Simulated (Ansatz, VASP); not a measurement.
## In3Se: VASP beside Ansatz

```
CELL_PARAMETERS angstrom
4.58785 0.00000 0.00000
0.00000 4.58785 0.00000
0.00000 0.00000 4.58785
ATOMIC_POSITIONS crystal
In 0.00000 0.50000 0.50000
In 0.50000 0.00000 0.50000
In 0.50000 0.50000 0.00000
Se 0.00000 0.00000 0.00000
```

Alike in both runs: functional PBEsol; dispersion D3(BJ); k mesh 10 × 10 × 10; occupations gaussian, width 0.1 eV; no spin polarisation.

Ansatz relaxed the structure, and its values are those at the end. VASP's run is a single point on that final structure, the one shown.

|  | VASP | Ansatz |
| --- | --- | --- |
| version | VASP 6.6.1 | Ansatz 0.2.0 |
| potentials or method | VASP PAW PBE potentials, release 64 (In_d, Se), cutoff 520 eV | scalar-relativistic, plane waves, PAW |
| valence electrons in the cell | 45 | 55 |

```csv
,VASP,Ansatz,Ansatz less VASP
gap on the k mesh at the Fermi level (eV),none,none,-
pressure (GPa),0.0,0.0,+0.01
```

VASP's potentials were made for PBE, not for PBEsol. A gap of «none» marks a metal or a gap that the smearing closes. VASP's potentials hold 45 valence electrons a cell and Ansatz's 55, so a difference there can come from the potentials and not from the codes.
